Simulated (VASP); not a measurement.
# Al4N3 (P3m1) in VASP: a series of runs

Aim: see how the results for Al4N3 move with the level of theory and the settings. Levels: r2SCAN, PBE. Tasks: single point, relaxation of shape and atoms at fixed volume.

Everything below comes from runs of VASP 6.6.1. Logs are shortened: lines on timing, memory, paths and dates and some standing lists are left out, and cuts for length are marked.

## 1. The cell of the first run

It takes space group P3m1 (No. 156, trigonal). The conventional cell has a = 3.113 Å, b = 3.113 Å, c = 9.809 Å, α = 90.00°, β = 90.00°, γ = 120.00°. Al (site symmetry 3m) has 4 N at 1.90 to 1.91 Å within 2.5 Å. Within 2.5 Å of Al (site symmetry 3m) lie 3 N at 1.92 Å. Within 2.6 Å of Al (site symmetry 3m) lie 1 N at 1.92 Å. Within 2.5 Å of Al (site symmetry 3m) lie 4 N at 1.90 to 1.91 Å. N (site symmetry 3m) has 4 Al at 1.90 to 1.91 Å within 2.5 Å. Within 2.5 Å of N (site symmetry 3m) lie 4 Al at 1.91 to 1.92 Å. N (site symmetry 3m) has 4 Al at 1.90 to 1.92 Å within 2.5 Å.

## 2. Single point, r2SCAN

File POSCAR:

```
Al4N3
1.0
    3.1126565848      0.0000000000      0.0000000000
   -1.5563282924      2.6956396757      0.0000000000
    0.0000000000      0.0000000000      9.8089810343
Al N
4 3
Direct
    0.0000000000      0.0000000000      0.4958122996
    0.3333333333      0.6666666667      0.7589068480
    0.0000000000      0.0000000000      0.9808984398
    0.3333333333      0.6666666667      0.2387838051
    0.3333333333      0.6666666667      0.4331307100
    0.0000000000      0.0000000000      0.6904653411
    0.0000000000      0.0000000000      0.1770025564
```

File INCAR.step1:

```
SYSTEM = Al4N3
PREC = Accurate
ENCUT = 520
ISMEAR = 0
SIGMA = 0.1
LREAL = .False.
LASPH = .True.
NELM = 80
NBANDS = 22
GGA = PE
ALGO = Normal
EDIFF = 1E-4
LWAVE = .True.
LCHARG = .False.
```

File INCAR.step2:

```
SYSTEM = Al4N3
PREC = Accurate
ENCUT = 520
EDIFF = 1E-6
ISMEAR = 0
SIGMA = 0.1
LREAL = .False.
LASPH = .True.
NELM = 80
ALGO = Normal
ISIF = 2
LWAVE = .False.
LCHARG = .True.
METAGGA = R2SCAN
LMIXTAU = .True.
LELF = .True.
LVHAR = .True.
NBANDS = 22
ISTART = 1
```

File KPOINTS:

```
regular mesh
0
Gamma
  12 12 4
  0 0 0
```

Potentials or basis: VASP PAW PBE potentials, release 64 (Al, N).

Started as:

```console
> cat potpaw_PBE.64/Al/POTCAR potpaw_PBE.64/N/POTCAR > POTCAR
> cp INCAR.step1 INCAR
> mpirun -np 1 vasp_std > vasp.out
> cp INCAR.step2 INCAR
> mpirun -np 1 vasp_std > vasp.out
```

OUTCAR:

```text
SYSTEM = Al4N3
   PREC = Accurate
   ENCUT = 520
   EDIFF = 1E-6
   ISMEAR = 0
   LREAL = .False.
   LASPH = .True.
   NELM = 80
   ISIF = 2
   METAGGA = R2SCAN
   ISTART = 1

 ion  position               nearest neighbor table
   1  0.000  0.000  0.496-   5 1.90   5 1.90   5 1.90   6 1.91   4 3.10   4 3.10   4 3.10   2 3.14
                             2 3.14   2 3.14
   2  0.333  0.667  0.759-   6 1.92   6 1.92   6 1.92   3 2.82   3 2.82   3 2.82   1 3.14   1 3.14
                             1 3.14
   3  0.000  0.000  0.981-   7 1.92   2 2.82   2 2.82   2 2.82   4 3.10   4 3.10   4 3.10
   4  0.333  0.667  0.239-   7 1.90   7 1.90   7 1.90   5 1.91   1 3.10   1 3.10   1 3.10   3 3.10
                             3 3.10   3 3.10
   5  0.333  0.667  0.433-   1 1.90   1 1.90   1 1.90   4 1.91
   6  0.000  0.000  0.690-   1 1.91   2 1.92   2 1.92   2 1.92
   7  0.000  0.000  0.177-   4 1.90   4 1.90   4 1.90   3 1.92

  LATTYP: Found a hexagonal cell.
 ALAT       =     3.1126565848
 C/A-ratio  =     3.1513213125

  Lattice vectors:

 A1 = (   3.1126565848,   0.0000000000,   0.0000000000)
 A2 = (  -1.5563282924,   2.6956396757,   0.0000000000)
 A3 = (   0.0000000000,   0.0000000000,   9.8089810343)

Analysis of symmetry for initial positions (statically):
=====================================================================
 Subroutine PRICEL returns:
 Original cell was already a primitive cell.

 Routine SETGRP: Setting up the symmetry group for a
 hexagonal supercell.

 Subroutine GETGRP returns: Found  6 space group operations
 (whereof  6 operations were pure point group operations)
 out of a pool of 24 trial point group operations.

The static configuration has the point symmetry C_3v.

Analysis of symmetry for dynamics (positions and initial velocities):
=====================================================================
 Subroutine PRICEL returns:
 Original cell was already a primitive cell.

 Routine SETGRP: Setting up the symmetry group for a
 hexagonal supercell.

 Subroutine GETGRP returns: Found  6 space group operations
 (whereof  6 operations were pure point group operations)
 out of a pool of 24 trial point group operations.

The dynamic configuration has the point symmetry C_3v.

 Subroutine INISYM returns: Found  6 space group operations
 (whereof  6 operations are pure point group operations),
 and found     1 'primitive' translations

----------------------------------------------------------------------------------------

                                     Primitive cell

  volume of cell :      82.3032

  direct lattice vectors                    reciprocal lattice vectors
     3.112656585  0.000000000  0.000000000     0.321268978  0.185484731  0.000000000
    -1.556328292  2.695639676  0.000000000     0.000000000  0.370969462  0.000000000
     0.000000000  0.000000000  9.808981034     0.000000000  0.000000000  0.101947388

  length of vectors
     3.112656585  3.112656585  9.808981034     0.370969462  0.370969462  0.101947388

  position of ions in fractional coordinates (direct lattice)
     0.000000000  0.000000000  0.495812300
     0.333333333  0.666666667  0.758906848
     0.000000000  0.000000000  0.980898440
     0.333333333  0.666666667  0.238783805
     0.333333333  0.666666667  0.433130710
     0.000000000  0.000000000  0.690465341
     0.000000000  0.000000000  0.177002556

  ion indices of the primitive-cell ions
   primitive index   ion index
                 1           1
                 2           2
                 3           3
                 4           4
                 5           5
                 6           6
                 7           7

----------------------------------------------------------------------------------------

 KPOINTS: regular mesh

Automatic generation of k-mesh.
 Grid dimensions read from file:
 generate k-points for:   12   12    4

 Generating k-lattice:

  Cartesian coordinates                     Fractional coordinates (reciprocal lattice)
     0.026772415  0.015457061  0.000000000     0.083333333  0.000000000  0.000000000
     0.000000000  0.030914122  0.000000000     0.000000000  0.083333333  0.000000000
     0.000000000  0.000000000  0.025486847     0.000000000  0.000000000  0.250000000

  Length of vectors
     0.030914122  0.030914122  0.025486847

  Shift w.r.t. Gamma in fractional coordinates (k-lattice)
     0.000000000  0.000000000  0.000000000

 Subroutine IBZKPT returns following result:
 ===========================================

 Found     69 irreducible k-points:

 Following reciprocal coordinates:
            Coordinates               Weight
  0.000000  0.000000  0.000000      1.000000
  0.083333 -0.000000  0.000000      6.000000
  0.166667 -0.000000  0.000000      6.000000
  0.250000 -0.000000  0.000000      6.000000
  0.333333 -0.000000  0.000000      6.000000
  0.416667  0.000000  0.000000      6.000000
[... 16 lines left out ...]
  0.166667 -0.000000  0.250000      6.000000
  0.000000  0.166667  0.250000      6.000000
 [... further k-points ...]
   k-points           NKPTS =     69   k-points in BZ     NKDIM =     69   number of bands    NBANDS=     22
   number of dos      NEDOS =    301   number of ions     NIONS =      7
   total plane-waves  NPLWV =  46080
   dimension x,y,z NGX =    24 NGY =   24 NGZ =   80
   dimension x,y,z NGXF=    48 NGYF=   48 NGZF=  160
   ions per type =               4   3
   NGX,Y,Z   is equivalent  to a cutoff of  12.82, 12.82, 13.56 a.u.
   NGXF,Y,Z  is equivalent  to a cutoff of  25.64, 25.64, 27.12 a.u.
 SYSTEM =  Al4N3
   PREC   = accura    normal or accurate (medium, high low for compatibility)
   ISTART =      1    job   : 0-new  1-cont  2-samecut
   ICHARG =      0    charge: 1-file 2-atom 10-const
   ISPIN  =      1    spin polarized calculation?
   LNONCOLLINEAR =      F non collinear calculations
   LSORBIT =      F    spin-orbit coupling
   LASPH  =      T    aspherical Exc in radial PAW
   ENCUT  =  520.0 eV  38.22 Ry    6.18 a.u.   5.79  5.79 18.24*2*pi/ulx,y,z
   NELM   =     80;   NELMIN=  2; NELMDL=  0     # of ELM steps
   EDIFF  = 0.1E-05   stopping-criterion for ELM
   LREAL  =      F    real-space projection
   EDIFFG = 0.1E-04   stopping-criterion for IOM
   NSW    =      0    number of steps for IOM
   IBRION =     -1    ionic relax: 0-MD 1-quasi-New 2-CG
   NFREE  =      0    steps in history (QN), initial steepest desc. (CG)
   ISIF   =      2    stress and relaxation
   ISYM   =      2    0-nonsym 1-usesym 2-fastsym
   POTIM  = 0.5000    time-step for ionic-motion
   TEBEG  =    0.0;   TEEND  =   0.0 temperature during run
   PSTRESS=    0.0 pullay stress
   NELECT =      27.0000    total number of electrons
   NUPDOWN=      -1.0000    fix difference up-down
   EMIN   =  10.00;   EMAX   =-10.00  energy-range for DOS
   EFERMI =   0.00;   METHOD = LEGACY
   ISMEAR =     0;   SIGMA  =   0.10  broadening in eV -4-tet -1-fermi 0-gaus
   EFERMI_NEDOS =   21; number of points for ismear=-14 and -15
   IALGO  =     38    algorithm
   IMIX   =      4    mixing-type and parameters
     AMIX     =   0.40;   BMIX     =  1.00
     AMIX_MAG =   1.60;   BMIX_MAG =  1.00
  volume/ion in A,a.u.               =      11.76        79.34
  Fermi-wavevector in a.u.,A,eV,Ry     =   1.129078  2.133647 17.344926  1.274816
  Thomas-Fermi vector in A             =   2.265770
   LORBIT       =      0    0 simple, 1 ext, 2 COOP (PROOUT), +10 PAW based schemes
   METAGGA = R2SCAN    functional components
   LHFCALC =     F    Hartree Fock is set to
   AEXX    =    0.0000 exact exchange contribution
   IVDW    =     0    specifies the selected vdW correction
   LEPSILON=     F    determine dielectric tensor
   LRPA    =     F    only Hartree local field effects (RPA)
 non-spin polarized calculation
 Gauss-broadening in eV      SIGMA  =   0.10
  energy-cutoff  :      520.00
  volume of cell :       82.30
 maximum number of plane-waves:      2236
   NGX = 11   NGY = 11   NGZ = 37

 number of electron      26.9999996 magnetization

 Free energy of the ion-electron system (eV)
  ---------------------------------------------------
  ext. energy  EPLUGINS =         0.00000000
  ---------------------------------------------------
  free energy    TOTEN  =       -63.09242088 eV

  energy without entropy =      -63.09103142  energy(sigma->0) =      -63.09172615

 E-fermi :   8.6374     XC(G=0): -11.1254

 val. band max:        8.5729724066   @ k =   0.3333   0.3333   0.2500
 cond. band min:       8.6696619005   @ k =   0.3333   0.3333   0.0000
 fundamental gap:      0.0966894938
 Fermi energy:         8.6374117608

 k-point     1 :       0.0000    0.0000    0.0000
  band No.  band energies     occupation
      1     -10.3338      2.00000
      2      -9.6605      2.00000
      3      -8.9258      2.00000
      4      -1.1968      2.00000
      5      -0.2226      2.00000
      6       3.4693      2.00000
[... 14 lines left out ...]
     21      17.1316      0.00000
     22      17.7981      0.00000

 k-point     2 :       0.0833   -0.0000    0.0000
  band No.  band energies     occupation
      1     -10.2487      2.00000
      2      -9.5854      2.00000
      3      -8.8638      2.00000
      4      -1.0809      2.00000
      5      -0.1227      2.00000
      6       3.3707      2.00000
[... 14 lines left out ...]
     21      16.5600      0.00000
     22      17.3977      0.00000

 k-point     3 :       0.1667   -0.0000    0.0000
  band No.  band energies     occupation
      1     -10.0026      2.00000
      2      -9.3707      2.00000
      3      -8.6905      2.00000
      4      -0.7471      2.00000
      5       0.1652      2.00000
      6       2.8523      2.00000
[... 14 lines left out ...]
     21      15.7997      0.00000
     22      16.5410      0.00000
[... 476 lines left out ...]
 k-point    23 :       0.1667   -0.0000    0.2500
  band No.  band energies     occupation
      1      -9.9932      2.00000
      2      -9.3970      2.00000
      3      -8.6707      2.00000
      4      -0.9404      2.00000
      5       0.5915      2.00000
      6       2.2881      2.00000
[... 14 lines left out ...]
     21      15.9900      0.00000
     22      16.6791      0.00000

 k-point    24 :       0.0000    0.1667    0.2500
  band No.  band energies     occupation
      1      -9.9932      2.00000
      2      -9.3970      2.00000
      3      -8.6707      2.00000
      4      -0.9404      2.00000
      5       0.5936      2.00000
      6       2.2626      2.00000
[... 14 lines left out ...]
     21      16.0591      0.00000
     22      16.5987      0.00000

 [... further k-points ...]

------------------------ aborting loop because EDIFF is reached ----------------------------------------

  FORCE on cell =-STRESS in cart. coord.  units (eV):
  Direction    XX          YY          ZZ          XY          YZ          ZX
  --------------------------------------------------------------------------------------
  -------------------------------------------------------------------------------------
  Total       -2.2030033     -2.2030033     -2.3472212      0.0000000      0.0000000      0.0000000
  in kB      -42.8853330    -42.8853330    -45.6927882      0.0000000      0.0000000      0.0000000
  external PRESSURE =     -43.8211514 kB  Pullay stress =       0.0000000 kB

 VOLUME and BASIS-vectors are now :
 -----------------------------------------------------------------------------
  energy-cutoff  :      520.00
  volume of cell :       82.30
      direct lattice vectors                 reciprocal lattice vectors
     3.112656585  0.000000000  0.000000000     0.321268978  0.185484731  0.000000000
    -1.556328292  2.695639676  0.000000000     0.000000000  0.370969462  0.000000000
     0.000000000  0.000000000  9.808981034     0.000000000  0.000000000  0.101947388

 POSITION                                       TOTAL-FORCE (eV/Angst)
 -----------------------------------------------------------------------------------
      0.00000      0.00000      4.86341        -0.000000      0.000000      0.017452
     -0.00000      1.79709      7.44410         0.000000     -0.000000     -0.118177
      0.00000      0.00000      9.62161         0.000000      0.000000      0.092217
     -0.00000      1.79709      2.34223        -0.000000     -0.000000      0.030921
     -0.00000      1.79709      4.24857        -0.000000      0.000000     -0.015074
      0.00000      0.00000      6.77276        -0.000000      0.000000     -0.000310
      0.00000      0.00000      1.73621        -0.000000      0.000000     -0.007030
 -----------------------------------------------------------------------------------
    total drift:                               -0.000001      0.000000      0.024796

  FREE ENERGIE OF THE ION-ELECTRON SYSTEM (eV)
  ---------------------------------------------------
  free  energy   TOTEN  =       -63.0924208787 eV

  energy  without entropy=      -63.0910314249  energy(sigma->0) =      -63.09172615
```

Run time: 5.2 min. Hardware: 1 thread of AMD EPYC 9R45 (Zen 5), shared host; peak memory 0.24 GiB.

What came out:

- Free energy: -63.0924 eV
- Pressure: -4.4 GPa
- Largest force: 0.118 eV/Å
- Band gap on the k mesh: zero (an odd number of electrons rules out a gap without spin polarisation)

Forces in eV/Å, atoms in the order of the input:
```
Al   0.000  0.000  0.017
Al   0.000  0.000 -0.118
Al   0.000  0.000  0.092
Al   0.000  0.000  0.031
N    0.000  0.000 -0.015
N    0.000  0.000  0.000
N    0.000  0.000 -0.007
```

Stress tensor (GPa, compression positive):
```
-4.29  0.00  0.00
 0.00 -4.29  0.00
 0.00  0.00 -4.57
```

Levels at points of the mesh, in eV from the Fermi level:
```csv
k point,band 9,band 10,band 11,band 12,band 13,band 14,band 15,band 16,band 17,band 18
"(0.00, 0.00, 0.00)",-4.08,-3.78,-3.78,-3.50,-3.50,0.92,2.60,4.22,5.25,7.93
"(0.50, 0.00, 0.00)",-5.21,-4.95,-4.71,-4.20,-3.58,-1.72,1.50,3.08,3.19,4.69
"(0.00, 0.00, 0.50)",-3.78,-3.78,-3.50,-3.50,-3.41,0.10,3.60,3.94,4.93,7.82
"(0.50, 0.00, 0.50)",-5.31,-5.20,-4.73,-4.18,-3.46,-1.80,1.60,2.87,3.42,4.49
```

Caveat: the cell stands under tension; the PAW data sets were made with another functional, which shifts forces and pressure a little.

## 3. Relaxation of shape and atoms at fixed volume, PBE (10.35 Å³/atom)

This run uses another cell than the first one, of 10.35 Å³/atom.

File INCAR:

```
PREC = Accurate
ENCUT = 600
EDIFF = 1E-6
ISMEAR = 0
SIGMA = 0.1
LREAL = F
LASPH = T
NELM = 80
ALGO = Normal
ISIF = 4
LWAVE = F
LCHARG = F
GGA = PE
IBRION = 2
NSW = 50
EDIFFG = -0.01
```

File KPOINTS:

```
regular mesh
0
Gamma
  12 12 4
```

File POSCAR:

```
Al4N3
1.0
    2.9889136592      0.0000000000      0.0000000000
   -1.4944568296      2.5884751586      0.0000000000
    0.0000000000      0.0000000000      9.3614310707
Al N
4 3
Direct
    0.0000000000      0.0000000000      0.4972092475
    0.3333333333      0.6666666667      0.7636980113
    0.0000000000      0.0000000000      0.9767922671
    0.3333333333      0.6666666667      0.2369662074
    0.3333333333      0.6666666667      0.4330966571
    0.0000000000      0.0000000000      0.6934440398
    0.0000000000      0.0000000000      0.1737935697
```

Potentials or basis: VASP PAW PBE potentials, release 64 (Al, N).

Started as:

```console
> cat potpaw_PBE.64/Al/POTCAR potpaw_PBE.64/N/POTCAR > POTCAR
> mpirun -np 1 vasp_std > vasp.out
```

Run time: 3.1 min. Hardware: 1 thread of AMD EPYC 9R45 (Zen 5), shared host; peak memory 0.22 GiB.

Results (log left out):

* Free energy: -46.6051 eV
* Energy gained by relaxing: 0.4 meV/atom
* Ionic steps: 9
* Pressure after relaxing: 24.5 GPa
* Band gap on the k mesh: zero (an odd number of electrons rules out a gap without spin polarisation)

Forces in eV/Å, atoms in the order of the input:
```
Al   0.000  0.000 -0.001
Al   0.000  0.000  0.000
Al   0.000  0.000 -0.001
Al   0.000  0.000 -0.001
N    0.000  0.000  0.002
N    0.000  0.000 -0.001
N    0.000  0.000  0.001
```

The path:
```csv
step,energy change (eV),largest force (eV/Å),pressure (GPa),volume (Å³)
1,0.0000,0.1838,24.87,72.43
2,-0.0016,0.1266,24.65,72.43
3,-0.0016,0.1235,24.66,72.43
4,-0.0023,0.0785,24.56,72.43
5,-0.0023,0.0777,24.56,72.43
6,-0.0025,0.0488,24.53,72.43
7,-0.0025,0.0108,24.54,72.43
8,-0.0025,0.0115,24.54,72.43
9,-0.0025,0.0024,24.54,72.43
```

Final structure:
```
Al N
1.0
     2.99089    0.00000    0.00000
    -1.49545    2.59019    0.00000
     0.00000    0.00000    9.34906
Al N
4 3
Cartesian
  0.0000 0.0000 4.6523
  0.0000 1.7268 7.1520
  2.9909 0.0000 9.1205
  0.0000 1.7268 2.2104
  0.0000 1.7268 4.0495
  0.0000 0.0000 6.4916
  0.0000 0.0000 1.6163
```

Levels at points of the mesh, in eV from the Fermi level:
```csv
k point,band 10,band 11,band 12,band 13,band 14,band 15,band 16,band 17
"(0.00, 0.00, 0.00)",-3.77,-3.77,-3.50,-3.50,1.28,2.98,4.47,5.59
"(0.50, 0.00, 0.00)",-5.11,-4.76,-4.23,-3.91,-1.69,1.21,2.82,3.09
"(0.00, 0.00, 0.50)",-3.77,-3.50,-3.50,-3.41,0.49,3.87,4.30,5.25
"(0.50, 0.00, 0.50)",-5.25,-4.79,-4.21,-3.72,-1.80,1.36,2.58,3.22
```

(Continued in part 2 of 2.)

The gap in the log of VASP goes by the Fermi energy; the results here count the filled bands.